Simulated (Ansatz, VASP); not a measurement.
# One calculation of HfC, two programs

```xyz
2
Lattice="0.0000 2.3036 2.3036 2.3036 0.0000 2.3036 2.3036 2.3036 0.0000" Properties=species:S:1:pos:R:3 pbc="T T T"
Hf    0.0000    0.0000    0.0000
C     2.3036    2.3036    2.3036
```

Alike in both runs: functional PBEsol; k mesh 16 × 16 × 16; occupations gaussian, width 0.1 eV; no spin polarisation.

Ansatz relaxed the structure, and its values are those at the end. VASP's run is a single point on that final structure, the one shown.

```csv
,VASP,Ansatz
version,VASP 6.6.1,Ansatz 0.2.0
potentials or method,"VASP PAW PBE potentials, release 64 (Hf_pv, C), cutoff 600 eV","scalar-relativistic, plane waves, PAW"
valence electrons in the cell,14,30
```

Ansatz gave:

| Quantity | Value |
| --- | --- |
| gap on the k mesh at the Fermi level (eV) | none |
| pressure (GPa) | 0.0 |

**Question.** Which values does VASP return?

**Answer.** gap on the k mesh at the Fermi level (eV): none; pressure (GPa): -0.4.

VASP's potentials were made for PBE, not for PBEsol, and Ansatz warns of the same on its side. A gap of «none» marks a metal or a gap that the smearing closes. VASP's potentials hold 14 valence electrons a cell and Ansatz's 30, so a difference there can come from the potentials and not from the codes.

Neither program's run includes spin-orbit coupling.
